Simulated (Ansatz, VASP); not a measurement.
# One calculation of CaSe, two programs

```
Ca Se
1.0
     4.13168    0.00000    0.00000
    -2.06584    3.57814    0.00000
     0.00000    0.00000    7.16250
Ca Se
2 2
Direct
  0.00000 0.00000 0.00000
  0.00000 0.00000 0.50000
  0.33333 0.66667 0.25000
  0.66667 0.33333 0.75000
```

Alike in both runs: task single point; functional r2SCAN; k mesh 6 × 6 × 4; no spin polarisation.

```csv
,VASP,Ansatz
version,VASP 6.6.1,Ansatz 0.2.0
potentials or method,"VASP PAW PBE potentials, release 64 (Ca_sv, Se)","plane waves, PAW"
plane-wave cutoff (eV),520,500
occupations,"gaussian, width 0.01 eV",fixed
valence electrons in the cell,32,52
```

Ansatz gave:

```
gap on the k mesh at the Fermi level (eV)                     : 2.68
pressure (GPa)                                                : 0.0
traceless stress, the component that is largest in VASP (GPa) : 0.03
```

Which values does VASP return?

gap on the k mesh at the Fermi level (eV): 2.69; pressure (GPa): 0.2; traceless stress, the component that is largest in VASP (GPa): 0.06.

VASP's potentials were made for PBE, not for r2SCAN. VASP's potentials hold 32 valence electrons a cell and Ansatz's 52, so a difference there can come from the potentials and not from the codes.
